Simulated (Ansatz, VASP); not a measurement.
## PbO2 in VASP and in Ansatz

Contents of POSCAR:

```
PbO2
1.0
    4.9827449538      0.0000000000      0.0000000000
    0.0000000000      4.9827449538      0.0000000000
    0.0000000000      0.0000000000      3.4080399185
Pb O
2 4
Direct
    0.0000000000      0.0000000000      0.0000000000
    0.5000000000      0.5000000000      0.5000000000
    0.3072243904      0.3072243904      0.0000000000
    0.1927756096      0.8072243904      0.5000000000
    0.6927756096      0.6927756096      0.0000000000
    0.8072243904      0.1927756096      0.5000000000
```

Contents of INCAR.step1:

```
SYSTEM = PbO2
  ALGO = Normal
  EDIFF = 1E-4
  ENCUT = 520
  GGA = PE
  ISMEAR = -1
  LASPH = .TRUE.
  LCHARG = .FALSE.
  LREAL = .FALSE.
  LWAVE = .TRUE.
  NBANDS = 35
  NELM = 100
  PREC = Accurate
  SIGMA = 0.02
```

The input INCAR.step2:

```
SYSTEM = PbO2
  ALGO = Normal
  EDIFF = 1E-6
  ENCUT = 520
  ISIF = 2
  ISMEAR = -1
  ISTART = 1
  LASPH = .TRUE.
  LCHARG = .FALSE.
  LMIXTAU = .TRUE.
  LREAL = .FALSE.
  LWAVE = .FALSE.
  METAGGA = R2SCAN
  NBANDS = 35
  NELM = 100
  PREC = Accurate
  SIGMA = 0.02
```

KPOINTS

```
k-points
0
G
  6 6 8
  0 0 0
```

Input for Ansatz:

```yaml
crystal:
  lattice:
    - [4.9827449538, 0.0, 0.0]
    - [0.0, 4.9827449538, 0.0]
    - [0.0, 0.0, 3.4080399185]
  atoms:
    - { symbol: Pb, position: [0.0, 0.0, 0.0] }
    - { symbol: Pb, position: [0.5, 0.5, 0.5] }
    - { symbol: O, position: [0.3072243904, 0.3072243904, 0.0] }
    - { symbol: O, position: [0.1927756096, 0.8072243904, 0.5] }
    - { symbol: O, position: [0.6927756096, 0.6927756096, 0.0] }
    - { symbol: O, position: [0.8072243904, 0.1927756096, 0.5] }
kpoints:
  mp_grid: { grid: [6, 6, 8] }
  band_path:
    path:
      - [0.0, 0.0, 0.0]
      - [0.0, 0.5, 0.0]
      - [0.5, 0.5, 0.0]
      - [0.0, 0.0, 0.5]
      - [0.0, 0.5, 0.5]
      - [0.5, 0.5, 0.5]
      - [0.0, 0.0, 0.1]
      - [0.1, 0.1, 0.0]
    npoints: 1
hamiltonian:
  xc: r2scan
scf:
  occupations: { method: fermi_dirac, width: 0.02 }
  n_extra_bands: 5
output:
  forces: true
  stress: true
  eigenvalues: true
```

Alike in both runs: task single point; functional r2SCAN; k mesh 6 × 6 × 8; occupations fermi-dirac, width 0.02 eV; no spin polarisation.

|  | VASP | Ansatz |
| --- | --- | --- |
| version | VASP 6.6.1 | Ansatz 0.2.0 |
| potentials or method | VASP PAW PBE potentials, release 64 (Pb_d, O) | plane waves, PAW |
| plane-wave cutoff (eV) | 520 | 500 |
| valence electrons in the cell | 52 | 52 |

```tsv
	VASP	Ansatz	Ansatz less VASP
pressure (GPa)	0.8	-0.1	-0.89
traceless stress, the component that is largest in VASP (GPa)	0.12	-0.15	-0.272
rms of the force components (eV/Å)	0.003	0.004	+0.0006
```

VASP's potentials were made for PBE, not for r2SCAN. Atom by atom the forces differ by 0.008 eV/Å (rms over components).

Spin-orbit coupling is off throughout.
